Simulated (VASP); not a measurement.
# CF2: single point with PBE+D3(BJ)

System: CF2, in a box.

```
CELL_PARAMETERS angstrom
7.66719 0.00000 0.00000
0.00000 7.66719 0.00000
0.00000 0.00000 27.74830
ATOMIC_POSITIONS crystal
C 0.75936 0.99950 0.64584
F 0.75823 0.85385 0.67433
F 0.75781 0.14283 0.67509
```

* Program: VASP 6.6.1
* Task: single point
* Functional: PBE
* Dispersion: D3(BJ)
* Potentials or basis: VASP PAW PBE potentials, release 64 (C, F)
* Cutoff: 520 eV
* k mesh: 2 × 2 × 1
* Occupations: gaussian, width 0.05 eV
* Spin: no spin polarisation

```yaml
Largest_force: 1.697 eV/Å
Gap_between_the_frontier_levels: 3.34 eV
Dispersion_energy_per_atom: -0.006 eV
```

Forces in eV/Å, atoms in the order of the input:
```
C   -0.007 -0.034  0.582
F    0.001  1.673 -0.284
F    0.006 -1.639 -0.298
```

Levels at points of the mesh, in eV from the valence-band top:
```
           k point  band 5  band 6  band 7  band 8  band 9  band 10  band 11  band 12  band 13  band 14
(0.00, 0.00, 0.00)   -5.64   -5.27   -4.01   -3.35    0.00     3.34     6.90     7.59     7.67     8.09
(0.50, 0.00, 0.00)   -5.64   -5.27   -4.01   -3.35    0.00     3.34     7.40     7.66     8.16     8.24
(0.00, 0.50, 0.00)   -5.64   -5.27   -4.01   -3.35    0.00     3.34     7.41     7.44     8.16     8.23
(0.50, 0.50, 0.00)   -5.64   -5.27   -4.01   -3.35    0.00     3.34     7.74     7.98     8.14     8.46
```

Run time: 5 min on 1 thread of Intel(R) Xeon(R) Platinum 8259CL CPU @ 2.50GHz (Skylake/Cascade Lake), on a shared host, peak memory 1.3 GiB.
